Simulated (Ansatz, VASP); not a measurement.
## One calculation of Be4Mo, two programs

```
CELL_PARAMETERS angstrom
3.13341 0.00000 0.00000
-1.56670 2.71361 0.00000
0.00000 0.00000 6.35062
ATOMIC_POSITIONS crystal
Be 0.50000 0.00000 0.78585
Be 0.00000 0.50000 0.78585
Be 0.50000 0.50000 0.78585
Be 0.00000 0.00000 0.93022
Mo 0.00000 0.00000 0.36338
```

Alike in both runs: task single point; functional PBE; k mesh 6 × 6 × 4; occupations gaussian, width 0.1 eV; no spin polarisation.

|  | VASP | Ansatz |
| --- | --- | --- |
| version | VASP 6.6.1 | Ansatz 0.2.0 |
| potentials or method | VASP PAW PBE potentials, release 64 (Be, Mo_sv), cutoff 520 eV | scalar-relativistic, plane waves, PAW |
| valence electrons in the cell | 22 | 22 |

VASP gave:

* gap on the k mesh at the Fermi level (eV): none
* rms of the force components (eV/Å): 2.005

Task: Estimate Ansatz's values.

Result: gap on the k mesh at the Fermi level (eV): none; rms of the force components (eV/Å): 1.994.

Atom by atom the forces differ by 0.013 eV/Å (rms over components). A gap of «none» marks a metal or a gap that the smearing closes.

The k mesh is coarse, so the values compare programs but aren't converged.
